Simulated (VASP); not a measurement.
Input of a VASP 6.6.1 run:

File INCAR:

```
PREC = Accurate
ENCUT = 520
EDIFF = 1E-6
ISMEAR = 0
SIGMA = 0.15
LREAL = False
LASPH = True
NELM = 80
ALGO = Fast
ISIF = 2
LWAVE = False
LCHARG = True
GGA = PS
LELF = True
LVHAR = True
NBANDS = 22
```

The input KPOINTS:

```
Automatic mesh
0
Gamma
  21 21 12
```

The input POSCAR:

```
Rh
1.0
    2.5766618473      0.0000000000      0.0000000000
   -1.2883309237      2.2314546167      0.0000000000
    0.0000000000      0.0000000000      4.1487353269
Rh
2
Direct
    0.6666666667      0.3333333333      0.7500000000
    0.3333333333      0.6666666667      0.2500000000
```

Potentials or basis: VASP PAW PBE potentials, release 64 (Rh_pv).

Launch:

```console
$ cat potpaw_PBE.64/Rh_pv/POTCAR > POTCAR
$ mpirun -np 1 vasp_std > vasp.out
```

What does it give for the band gap on the k mesh?

Zero (bands 15 and 16 overlap by 3.04 eV).

Predict the pressure.

51.7 GPa.

Stress tensor (GPa, compression positive):
```
50.78  0.00  0.00
 0.00 50.78  0.00
 0.00  0.00 53.45
```

Caveat: the cell stands under pressure; the PAW data sets were made with another functional, which shifts forces and pressure a little.
